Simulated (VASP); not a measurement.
AlN (wurtzite type):

```
Al N
1.0
     3.04869    0.00000    0.00000
    -1.52435    2.64025    0.00000
     0.00000    0.00000    4.96937
Al N
2 2
Direct
  0.33333 0.66667 0.00000
  0.66667 0.33333 0.50000
  0.33333 0.66667 0.37600
  0.66667 0.33333 0.87600
```

```yaml
Program: VASP 6.6.1
Task: relaxation of cell and atoms
Functional: PBE
Potentials_or_basis: VASP PAW PBE potentials, release 64 (Al, N)
Cutoff: 600 eV
k_mesh: 12 × 12 × 7
Occupations: fermi-dirac, width 0.02 eV
Spin: no spin polarisation
```

At the start: pressure 13.5 GPa; volume 10.00 Å³/atom.

Question: How do energy, volume and symmetry change on relaxing?

Answer: Over 10 steps the energy falls by 27.7 meV/atom and the volume is 10.63 Å³/atom (+6.3 %); space group P6_3mc (No. 186, to 0.1 Å) before and after.

The path:
| step | energy change (eV) | largest force (eV/Å) | pressure (GPa) | volume (Å³) |
| --- | --- | --- | --- | --- |
| 1 | 0.0000 | 0.1860 | 13.53 | 40.00 |
| 2 | -0.0245 | 0.0405 | -10.14 | 45.09 |
| 3 | -0.1071 | 0.1065 | -0.30 | 42.60 |
| 4 | -0.1071 | 0.1081 | -0.09 | 42.55 |
| 5 | -0.1100 | 0.0527 | 0.03 | 42.51 |
| 6 | -0.1109 | 0.0069 | 0.13 | 42.48 |
| 7 | -0.1109 | 0.0047 | 0.14 | 42.47 |
| 8 | -0.1109 | 0.0011 | 0.15 | 42.47 |
| 9 | -0.1109 | 0.0091 | -0.13 | 42.53 |
| 10 | -0.1109 | 0.0041 | 0.01 | 42.50 |

Final structure:
```yaml
crystal:
  lattice:
    - [3.12870, 0.00000, 0.00000]
    - [-1.56435, 2.70953, 0.00000]
    - [0.00000, 0.00000, 5.01367]
  atoms:
    - { symbol: Al, position: [0.33333, 0.66667, 0.99716] }
    - { symbol: Al, position: [0.66667, 0.33333, 0.49716] }
    - { symbol: N, position: [0.33333, 0.66667, 0.37884] }
    - { symbol: N, position: [0.66667, 0.33333, 0.87884] }
```
